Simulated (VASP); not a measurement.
# BaGeP4 (Cmmm) in VASP: relaxation of cell and atoms with PBE

Aim: the relaxation of cell and atoms of BaGeP4 with PBE.

Everything below comes from runs of VASP 6.6.1. Logs are shortened: lines on timing, memory, paths and dates and some standing lists are left out, and cuts for length are marked.

## Step 1: The cell of the first run

The structure is orthorhombic, space group Cmmm (No. 65). Conventional cell: a = 6.635 Å, b = 10.235 Å, c = 3.592 Å, α = 90.00°, β = 90.00°, γ = 90.00°. Within 4.2 Å of Ba (site symmetry mmm) lie 14 P at 3.17 to 3.85 Å and 2 Ba at 3.59 Å and 4 Ge at 3.77 Å. Within 3.5 Å of Ge (site symmetry mmm) lie 8 P at 2.65 to 3.05 Å. Within 3.3 Å of P (site symmetry m2m) lie 4 P at 2.52 Å and 2 Ge at 2.65 Å and 1 Ba at 3.17 Å. Within 3.3 Å of P (site symmetry 2/m) lie 4 P at 2.52 Å and 2 Ge at 3.05 Å.

## Step 2: Relaxation of cell and atoms, PBE

INCAR

```
  PREC = Accurate
  ENCUT = 600
  EDIFF = 1E-6
  ISMEAR = 0
  SIGMA = 0.1
  LREAL = F
  LASPH = T
  NELM = 80
  ALGO = Normal
  ISIF = 3
  LWAVE = F
  LCHARG = F
  GGA = PE
  IBRION = 2
  NSW = 100
  EDIFFG = -0.01
```

KPOINTS

```
Automatic mesh
0
Gamma
  8 8 10
```

POSCAR

```
BaGeP4
1.0
    3.3173707880     -5.1175978662      0.0000000000
    3.3173707880      5.1175978662      0.0000000000
    0.0000000000      0.0000000000      3.5916580624
Ba Ge P
1 1 4
Direct
    0.5000000000      0.5000000000      0.0000000000
    0.0000000000      0.0000000000      0.5000000000
    0.1903029648      0.8096970352      0.0000000000
    0.8096970352      0.1903029648      0.0000000000
    0.0000000000      0.5000000000      0.5000000000
    0.5000000000      0.0000000000      0.5000000000
```

Potentials or basis: VASP PAW PBE potentials, release 64 (Ba_sv, Ge_d, P).

Started as:

```
cat potpaw_PBE.64/Ba_sv/POTCAR potpaw_PBE.64/Ge_d/POTCAR potpaw_PBE.64/P/POTCAR > POTCAR
mpirun -np 1 vasp_std > vasp.out
```

OUTCAR:

```text
PREC = Accurate
   ENCUT = 600
   EDIFF = 1E-6
   ISMEAR = 0
   LREAL = F
   LASPH = T
   NELM = 80
   ISIF = 3
   GGA = PE
   IBRION = 2
   NSW = 100
   EDIFFG = -0.01

 ion  position               nearest neighbor table
   1  0.500  0.500  0.000-   3 3.17   4 3.17   5 3.54   6 3.54   5 3.54   6 3.54   6 3.54   6 3.54
                             5 3.54   5 3.54   2 3.77   2 3.77   2 3.77   2 3.77   3 3.85   3 3.85
   2  0.000  0.000  0.500-   3 2.65   4 2.65   3 2.65   4 2.65   1 3.77   1 3.77   1 3.77   1 3.77

   3  0.190  0.810  0.000-   5 2.52   6 2.52   5 2.52   6 2.52   2 2.65   2 2.65   1 3.17   1 3.85
                             1 3.85
   4  0.810  0.190  0.000-   5 2.52   6 2.52   5 2.52   6 2.52   2 2.65   2 2.65   1 3.17   1 3.85
                             1 3.85
   5  0.000  0.500  0.500-   3 2.52   4 2.52   3 2.52   4 2.52   1 3.54   1 3.54   1 3.54   1 3.54

   6  0.500  0.000  0.500-   3 2.52   4 2.52   3 2.52   4 2.52   1 3.54   1 3.54   1 3.54   1 3.54

  LATTYP: Found a base centered orthorhombic cell.
 ALAT       =     6.6347415760
 B/A-ratio  =     1.5426668266
 C/A-ratio  =     0.5413410637

  Lattice vectors:

 A1 = (   3.3173707880,  -5.1175978662,   0.0000000000)
 A2 = (   3.3173707880,   5.1175978662,   0.0000000000)
 A3 = (   0.0000000000,   0.0000000000,   3.5916580624)

Analysis of symmetry for initial positions (statically):
=====================================================================
 Subroutine PRICEL returns:
 Original cell was already a primitive cell.

 Routine SETGRP: Setting up the symmetry group for a
 base centered orthorhombic supercell.

 Subroutine GETGRP returns: Found  8 space group operations
 (whereof  8 operations were pure point group operations)
 out of a pool of  8 trial point group operations.

The static configuration has the point symmetry D_2h.

Analysis of symmetry for dynamics (positions and initial velocities):
=====================================================================
 Subroutine PRICEL returns:
 Original cell was already a primitive cell.

 Routine SETGRP: Setting up the symmetry group for a
 base centered orthorhombic supercell.

 Subroutine GETGRP returns: Found  8 space group operations
 (whereof  8 operations were pure point group operations)
 out of a pool of  8 trial point group operations.

The dynamic configuration has the point symmetry D_2h.

 Subroutine INISYM returns: Found  8 space group operations
 (whereof  8 operations are pure point group operations),
 and found     1 'primitive' translations

----------------------------------------------------------------------------------------

                                     Primitive cell

  volume of cell :     121.9509

  direct lattice vectors                    reciprocal lattice vectors
     3.317370788 -5.117597866  0.000000000     0.150721771 -0.097702089  0.000000000
     3.317370788  5.117597866  0.000000000     0.150721771  0.097702089  0.000000000
     0.000000000  0.000000000  3.591658062     0.000000000  0.000000000  0.278422941

  length of vectors
     6.098750435  6.098750435  3.591658062     0.179618346  0.179618346  0.278422941

  position of ions in fractional coordinates (direct lattice)
     0.500000000  0.500000000  0.000000000
     0.000000000  0.000000000  0.500000000
     0.190302965  0.809697035  0.000000000
     0.809697035  0.190302965  0.000000000
     0.000000000  0.500000000  0.500000000
     0.500000000  0.000000000  0.500000000

  ion indices of the primitive-cell ions
   primitive index   ion index
                 1           1
                 2           2
                 3           3
                 4           4
                 5           5
                 6           6

----------------------------------------------------------------------------------------

 KPOINTS: Automatic mesh

Automatic generation of k-mesh.
 Grid dimensions read from file:
 generate k-points for:    8    8   10

 Generating k-lattice:

  Cartesian coordinates                     Fractional coordinates (reciprocal lattice)
     0.018840221 -0.012212761  0.000000000     0.125000000  0.000000000  0.000000000
     0.018840221  0.012212761  0.000000000     0.000000000  0.125000000  0.000000000
     0.000000000  0.000000000  0.027842294     0.000000000  0.000000000  0.100000000

  Length of vectors
     0.022452293  0.022452293  0.027842294

  Shift w.r.t. Gamma in fractional coordinates (k-lattice)
     0.000000000  0.000000000  0.000000000

 Subroutine IBZKPT returns following result:
 ===========================================

 Found    126 irreducible k-points:

 Following reciprocal coordinates:
            Coordinates               Weight
  0.000000  0.000000  0.000000      1.000000
  0.125000  0.000000  0.000000      4.000000
  0.250000  0.000000  0.000000      4.000000
  0.375000  0.000000  0.000000      4.000000
  0.500000  0.000000  0.000000      2.000000
  0.125000  0.125000  0.000000      2.000000
[... 16 lines left out ...]
  0.125000  0.000000  0.100000      8.000000
  0.250000  0.000000  0.100000      8.000000
 [... further k-points ...]
   k-points           NKPTS =    126   k-points in BZ     NKDIM =    126   number of bands    NBANDS=     26
   number of dos      NEDOS =    301   number of ions     NIONS =      6
   total plane-waves  NPLWV =  75000
   dimension x,y,z NGX =    50 NGY =   50 NGZ =   30
   dimension x,y,z NGXF=   100 NGYF=  100 NGZF=   60
   ions per type =               1   1   4
   NGX,Y,Z   is equivalent  to a cutoff of  13.63, 13.63, 13.89 a.u.
   NGXF,Y,Z  is equivalent  to a cutoff of  27.26, 27.26, 27.77 a.u.
 SYSTEM =  unknown system
   PREC   = accura    normal or accurate (medium, high low for compatibility)
   ISTART =      0    job   : 0-new  1-cont  2-samecut
   ICHARG =      2    charge: 1-file 2-atom 10-const
   ISPIN  =      1    spin polarized calculation?
   LNONCOLLINEAR =      F non collinear calculations
   LSORBIT =      F    spin-orbit coupling
   LASPH  =      T    aspherical Exc in radial PAW
   ENCUT  =  600.0 eV  44.10 Ry    6.64 a.u.  12.18 12.18  7.17*2*pi/ulx,y,z
   NELM   =     80;   NELMIN=  2; NELMDL= -5     # of ELM steps
   EDIFF  = 0.1E-05   stopping-criterion for ELM
   LREAL  =      F    real-space projection
   EDIFFG = -.1E-01   stopping-criterion for IOM
   NSW    =    100    number of steps for IOM
   IBRION =      2    ionic relax: 0-MD 1-quasi-New 2-CG
   NFREE  =      1    steps in history (QN), initial steepest desc. (CG)
   ISIF   =      3    stress and relaxation
   ISYM   =      2    0-nonsym 1-usesym 2-fastsym
   POTIM  = 0.5000    time-step for ionic-motion
   TEBEG  =    0.0;   TEEND  =   0.0 temperature during run
   PSTRESS=    0.0 pullay stress
   NELECT =      44.0000    total number of electrons
   NUPDOWN=      -1.0000    fix difference up-down
   EMIN   =  10.00;   EMAX   =-10.00  energy-range for DOS
   EFERMI =   0.00;   METHOD = LEGACY
   ISMEAR =     0;   SIGMA  =   0.10  broadening in eV -4-tet -1-fermi 0-gaus
   EFERMI_NEDOS =   21; number of points for ismear=-14 and -15
   IALGO  =     38    algorithm
   IMIX   =      4    mixing-type and parameters
     AMIX     =   0.40;   BMIX     =  1.00
     AMIX_MAG =   1.60;   BMIX_MAG =  1.00
  volume/ion in A,a.u.               =      20.33       137.16
  Fermi-wavevector in a.u.,A,eV,Ry     =   1.165460  2.202400 18.480750  1.358297
  Thomas-Fermi vector in A             =   2.301985
   LORBIT       =      0    0 simple, 1 ext, 2 COOP (PROOUT), +10 PAW based schemes
   GGA     = PE    functional components
   LHFCALC =     F    Hartree Fock is set to
   AEXX    =    0.0000 exact exchange contribution
   IVDW    =     0    specifies the selected vdW correction
   LEPSILON=     F    determine dielectric tensor
   LRPA    =     F    only Hartree local field effects (RPA)
 conjugate gradient relaxation of ions
 non-spin polarized calculation
 Gauss-broadening in eV      SIGMA  =   0.10
  energy-cutoff  :      600.00
  volume of cell :      121.95
 maximum number of plane-waves:      4098
 NGX is ok and might be reduce to    50
   NGX = 25   NGY = 25   NGZ = 15

--------------------------------------- Ionic step        1  -------------------------------------------

 number of electron      43.9999994 magnetization

 Free energy of the ion-electron system (eV)
  ---------------------------------------------------
  ext. energy  EPLUGINS =         0.00000000
  ---------------------------------------------------
  free energy    TOTEN  =       -28.44660851 eV

  energy without entropy =      -28.43302885  energy(sigma->0) =      -28.43981868

------------------------ aborting loop because EDIFF is reached ----------------------------------------

  FORCE on cell =-STRESS in cart. coord.  units (eV):
  Direction    XX          YY          ZZ          XY          YZ          ZX
  --------------------------------------------------------------------------------------
  -------------------------------------------------------------------------------------
  Total       -0.1389486      1.0008080      0.8477719      0.0000000      0.0000000      0.0000000
  in kB       -1.8254904     13.1484992     11.1379294      0.0000000      0.0000000      0.0000000
  external PRESSURE =       7.4869794 kB  Pullay stress =       0.0000000 kB
[... 145 lines left out ...]
  energy  without entropy=      -28.4406796003  energy(sigma->0) =      -28.44807780

--------------------------------------- Ionic step        5  -------------------------------------------

 number of electron      44.0000003 magnetization

 Free energy of the ion-electron system (eV)
  ---------------------------------------------------
  ext. energy  EPLUGINS =         0.00000000
  ---------------------------------------------------
  free energy    TOTEN  =       -28.45591981 eV

  energy without entropy =      -28.44103994  energy(sigma->0) =      -28.44847988

 E-fermi :   6.4157     XC(G=0): -10.3044

 val. band max:        6.4131323274   @ k =   0.5000   0.1250   0.4000
 cond. band min:       6.4201394213   @ k =   0.3750   0.1250   0.2000
 fundamental gap:      0.0070070939
 Fermi energy:         6.4157253071

 k-point     1 :       0.0000    0.0000    0.0000
  band No.  band energies     occupation
      1     -21.8301      2.00000
      2     -18.3349      2.00000
      3     -18.3306      2.00000
      4     -18.3147      2.00000
      5     -18.3027      2.00000
      6     -18.2937      2.00000
[... 685 lines left out ...]
     25       7.8455      0.00000
     26       8.6144      0.00000

 [... further k-points ...]
[... 5 lines left out ...]
  --------------------------------------------------------------------------------------
  -------------------------------------------------------------------------------------
  Total       -0.0415082      0.0206414      0.0043586      0.0000000      0.0000000      0.0000000
  in kB       -0.5400833      0.2685750      0.0567116      0.0000000      0.0000000      0.0000000
  external PRESSURE =      -0.0715989 kB  Pullay stress =       0.0000000 kB
[... 21 lines left out ...]
  FREE ENERGIE OF THE ION-ELECTRON SYSTEM (eV)
  ---------------------------------------------------
  free  energy   TOTEN  =       -28.4559198120 eV

  energy  without entropy=      -28.4410399443  energy(sigma->0) =      -28.44847988

 reached required accuracy - stopping structural energy minimisation
```

Wall time 19 min (1 thread of Intel Xeon 6975P-C, shared host); peak memory 0.65 GiB.

What came out:

| Item | Value |
| --- | --- |
| Free energy | -28.4559 eV |
| Relaxed volume | 20.52 Å³/atom |
| Relaxed cell | a = 6.128 Å, b = 6.128 Å, c = 3.620 Å, α = 90.00°, β = 90.00°, γ = 115.07° |
| Space group after relaxing (to 0.05 Å) | Cmmm (No. 65) |
| Energy gained by relaxing | 1.6 meV/atom |
| Ionic steps | 5 |
| Pressure after relaxing | 0.0 GPa |
| Band gap on the k mesh | zero (band 22 reaches 7.21 eV, above the bottom of band 23 at 5.57 eV) |

The path:
```
step  energy change (eV)  largest force (eV/Å)  pressure (GPa)  volume (Å³)
   1              0.0000                0.0213            0.75       121.95
   2             -0.0073                0.0246           -0.20       123.63
   3             -0.0073                0.0245           -0.26       123.71
   4             -0.0089                0.0111           -0.11       123.38
   5             -0.0093                0.0010           -0.01       123.14
```

Final structure:
```
Ba Ge P
1.0
     3.28921   -5.17047    0.00000
     3.28921    5.17047    0.00000
     0.00000    0.00000    3.62020
Ba Ge P
1 1 4
Direct
  0.50000 0.50000 0.00000
  0.00000 0.00000 0.50000
  0.19063 0.80937 0.00000
  0.80937 0.19063 0.00000
  0.00000 0.50000 0.50000
  0.50000 0.00000 0.50000
```

Caveat: spin-orbit coupling is left out, which moves the levels of the heavy elements.
